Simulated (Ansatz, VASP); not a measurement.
## LiH in VASP and in Ansatz

```
Li H
1.0
     0.00000    2.01886    2.01886
     2.01886    0.00000    2.01886
     2.01886    2.01886    0.00000
Li H
1 1
Direct
  0.00000 0.00000 0.00000
  0.50000 0.50000 0.50000
```

Change from the starting cell: volume scaled by 0.98, PAW files.

Alike in both runs: task electric field gradients; functional LDA; k mesh 11 × 11 × 11; occupations fermi-dirac, width 0.03 eV; no spin polarisation.

```csv
,VASP,Ansatz
version,VASP 6.6.1,Ansatz 0.2.0
potentials or method,"VASP PAW LDA potentials, release 64 (Li_sv, H)","PAW with Ansatz's default frozen-core files, scalar-relativistic"
plane-wave cutoff (eV),520,420
valence electrons in the cell,4,4
```

VASP gave:

| Item | Value |
| --- | --- |
| gap on the k mesh at the Fermi level (eV) | 2.82 |

**Question.** Which values does Ansatz return?

**Answer.** gap on the k mesh at the Fermi level (eV): 2.83.

LDA's correlation is that of Perdew and Zunger in VASP and of Perdew and Wang (1992) in Ansatz.

Noted on VASP's run: the cutoff is short for stress, so the pressure is rough.
